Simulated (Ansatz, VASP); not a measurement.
TaSi2 in VASP and in Ansatz

```
CELL_PARAMETERS angstrom
4.78390 0.00000 0.00000
-2.39195 4.14298 0.00000
0.00000 0.00000 6.57000
ATOMIC_POSITIONS crystal
Ta 0.00000 0.50000 0.33333
Ta 0.50000 0.50000 0.66667
Ta 0.50000 0.00000 0.00000
Si 0.31794 0.15897 0.33333
Si 0.15897 0.84103 0.66667
Si 0.84103 0.68206 0.00000
Si 0.68206 0.84103 0.33333
Si 0.84103 0.15897 0.66667
Si 0.15897 0.31794 0.00000
```

Alike in both runs: task relaxation of cell and atoms; functional PBEsol; dispersion D3(BJ); k mesh 7 × 7 × 4; occupations fermi-dirac, width 0.05 eV; no spin polarisation.

|  | VASP | Ansatz |
| --- | --- | --- |
| version | VASP 6.6.1 | Ansatz 0.2.0 |
| potentials or method | VASP PAW PBE potentials, release 64 (Ta_pv, Si) | Ansatz PAW |
| plane-wave cutoff (eV) | 600 | 420 |
| valence electrons in the cell | 57 | 63 |

Ansatz gave:

```
gap on the k mesh at the Fermi level, each at its own relaxed structure (eV) : none
relaxed volume (Å³/atom)                                                     : 13.85
relaxed cell length with the largest relative difference (Å)                 : 6.511
```

Q: Estimate VASP's values.

A: gap on the k mesh at the Fermi level, each at its own relaxed structure (eV): none; relaxed volume (Å³/atom): 13.88; relaxed cell length with the largest relative difference (Å): 6.515.

VASP's potentials were made for PBE, not for PBEsol. A gap of «none» marks a metal or a gap that the smearing closes. VASP's potentials hold 57 valence electrons a cell and Ansatz's 63, so a difference there can come from the potentials and not from the codes.

Neither program's run includes spin-orbit coupling. Noted on Ansatz's run: the plane-wave basis is chosen anew once the cell has moved, so the energies of steps on either side of that aren't comparable.
